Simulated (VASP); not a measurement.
# Li2Se: dielectric tensor with PBE

Li2Se:

```
Li Se
1.0
     4.24618    0.00000    0.00000
     2.12309    3.67730    0.00000
     2.12309    1.22577    3.46699
Li Se
2 1
Direct
  0.25000 0.25000 0.25000
  0.75000 0.75000 0.75000
  0.00000 0.00000 0.00000
```

- Program: VASP 6.6.1
- Task: dielectric tensor
- Functional: PBE
- Potentials or basis: VASP PAW PBE potentials, release 64 (Li_sv, Se)
- Cutoff: 650 eV
- k mesh: 5 × 5 × 5
- Occupations: gaussian, width 0.01 eV
- Spin: no spin polarisation
- Dipole correction: no
- Further INCAR settings: ALGO = Normal; EDIFF = 1e-08

| Item | Value |
| --- | --- |
| Band gap on the k mesh | 3.23 eV (least direct gap 3.39 eV) |
| Electronic dielectric tensor (diagonal) | 4.46 |
| Born charges (mean of the diagonal) | Li +0.98; Se -1.95 e |

Levels at points of the mesh, in eV from the valence-band top:
| k point | band 4 | band 5 | band 6 | band 7 | band 8 | band 9 |
| --- | --- | --- | --- | --- | --- | --- |
| (0.00, 0.00, 0.00) | 0.00 | 0.00 | 0.00 | 3.39 | 5.62 | 5.62 |

Electronic dielectric tensor:
```
4.46 0.00 0.00
0.00 4.46 0.00
0.00 0.00 4.46
```

Born effective charge tensors (e):
atom 1, Li
```
0.98 0.00 0.00
0.00 0.98 0.00
0.00 0.00 0.98
```
atom 2, Li
```
0.98 0.00 0.00
0.00 0.98 0.00
0.00 0.00 0.98
```
atom 3, Se
```
-1.95  0.00  0.00
 0.00 -1.95  0.00
 0.00  0.00 -1.95
```

Wall time 3.7 min on 1 thread of AMD EPYC 7R13 Processor (Zen 3), on a shared host, peak memory 0.23 GiB.

Caveat: an odd mesh through Γ misses points on the zone boundary, where band edges can lie.
